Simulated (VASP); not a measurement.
A run of VASP 6.6.1:

INCAR

```
SYSTEM = Tl
PREC = Accurate ; ENCUT = 520
EDIFF = 1E-7 ; ISMEAR = 0
SIGMA = 0.05 ; LREAL = .FALSE.
LASPH = .TRUE. ; NELM = 60
ALGO = Normal ; ISIF = 2
LWAVE = .FALSE. ; LCHARG = .FALSE.
GGA = CA ; NBANDS = 20
```

Contents of KPOINTS:

```
regular mesh
0
G
  6 6 3
  0 0 0
```

File POSCAR:

```
Tl
1.0
    3.4400332084      0.0000000000      0.0000000000
   -1.7200166042      2.9791561483      0.0000000000
    0.0000000000      0.0000000000      5.3118372747
Tl
2
Direct
    0.3333333333      0.6666666667      0.2500000000
    0.6666666667      0.3333333333      0.7500000000
```

Potentials or basis: VASP PAW LDA potentials, release 64 (Tl_d).

Command:

```console
$ cat potpaw_LDA.64/Tl_d/POTCAR > POTCAR
$ mpirun -np 1 vasp_std > vasp.out
```

Hardware: 1 thread of AMD EPYC 9R45 96-Core Processor (Zen 5), with other jobs on the host.

Q: How long does it take, and how much memory?

A: It took 7.3 s on 1 thread of AMD EPYC 9R45 96-Core Processor (Zen 5) (shared host), peak memory 0.12 GiB. Counts: scf iterations 11, k points 14.
